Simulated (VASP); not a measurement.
# Ir: single point with LDA

Crystal: Ir.

```xyz
2
Lattice="0.0000 -1.9054 -1.9054 0.0000 1.9054 -1.9054 3.8108 0.0000 0.0000" Properties=species:S:1:pos:R:3 pbc="T T T"
Ir    1.8198    0.0000   -1.9054
Ir    0.0856    0.0000    0.0000
```

This cell differs from its parent crystal: atoms displaced along a vibrational mode.

- Program: VASP 6.6.1
- Task: single point
- Functional: LDA
- Potentials or basis: VASP PAW LDA potentials, release 64 (Ir)
- Cutoff: 520 eV
- k mesh: 16 × 16 × 12
- Occupations: gaussian, width 0.15 eV
- Spin: no spin polarisation

| Item | Value |
| --- | --- |
| Pressure | 9.1 GPa |
| Largest force | 2.528 eV/Å |
| Band gap on the k mesh | zero (bands 9 and 10 overlap by 2.88 eV) |

Forces in eV/Å, atoms in the order of the input:
```
Ir   2.528  0.000  0.000
Ir  -2.528  0.000  0.000
```

Stress tensor (GPa, compression positive):
```
10.05  0.00  0.00
 0.00  8.66  0.00
 0.00  0.00  8.66
```

Levels at points of the mesh, in eV from the Fermi level:
```csv
k point,band 7,band 8,band 9,band 10,band 11,band 12
"(0.00, 0.00, 0.00)",-1.48,-1.45,0.92,1.43,1.43,2.10
"(0.50, 0.00, 0.00)",-3.11,-3.11,-1.02,-1.02,2.89,2.89
"(0.50, 0.50, 0.00)",1.34,1.34,1.43,1.43,1.72,1.72
"(0.00, 0.00, 0.50)",-2.65,-2.09,-1.45,-1.45,-0.91,0.19
"(0.50, 0.00, 0.50)",-0.89,-0.89,0.85,0.85,0.98,0.98
"(0.50, 0.50, 0.50)",-1.76,-1.76,1.44,1.44,8.22,8.22
```

It took 74 s on 1 thread of AMD EPYC 9R45 96-Core Processor (Zen 5), with other jobs on the host, peak memory 0.19 GiB.

Caveat: the cell differs from its parent crystal (atoms displaced along a vibrational mode); the cell stands under pressure; spin-orbit coupling is left out, which moves the levels of the heavy elements; forces of over 1 eV/Å act on the atoms, so gaps and moduli don't describe the material at rest.
